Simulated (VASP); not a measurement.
Input of a VASP 6.6.1 run:

INCAR

```
SYSTEM = LaZr4O3
  PREC = Accurate
  ENCUT = 520
  EDIFF = 1E-7
  ISMEAR = 0
  SIGMA = 0.2
  LREAL = .False.
  LASPH = .True.
  NELM = 80
  ALGO = Normal
  ISIF = 2
  LWAVE = .False.
  LCHARG = .False.
  GGA = PE
  NBANDS = 48
```

KPOINTS

```
Automatic mesh
0
Gamma
  6 6 2
  0 0 0
```

Contents of POSCAR:

```
LaZr4O3
1.0
    3.3266742693      0.0000000000      0.0000000000
   -1.6633371346      2.8809844273      0.0000000000
    0.0000000000      0.0000000000     13.6351545084
La Zr O
1 4 3
Direct
    0.0000000000      0.0000000000      0.0000000000
    0.3333333333      0.6666666667      0.5957015185
    0.6666666667      0.3333333333      0.4042984815
    0.3333333333      0.6666666667      0.2154228874
    0.6666666667      0.3333333333      0.7845771126
    0.0000000000      0.0000000000      0.5000000000
    0.3333333333      0.6666666667      0.8784032330
    0.6666666667      0.3333333333      0.1215967670
```

Potentials or basis: VASP PAW PBE potentials, release 64 (La, Zr_sv, O).

Launch:

```console
$ cat potpaw_PBE.64/La/POTCAR potpaw_PBE.64/Zr_sv/POTCAR potpaw_PBE.64/O/POTCAR > POTCAR
$ mpirun -np 1 vasp_std > vasp.out
```

(1) Estimate the pressure.

(2) Estimate the largest force.

(3) Estimate the band gap on the k mesh.

## Answers

(1) 0.0 GPa.

(2) 0.023 eV/Å.

(3) zero (an odd number of electrons rules out a gap without spin polarisation).

Caveat: the k points lie up to 0.36 Å⁻¹ apart, too coarse for converged energies and pressures of a metal; spin-orbit coupling is left out, which moves the levels of the heavy elements; an odd number of electrons without spin polarisation forces a metal; a magnetic or distorted state may lie lower.
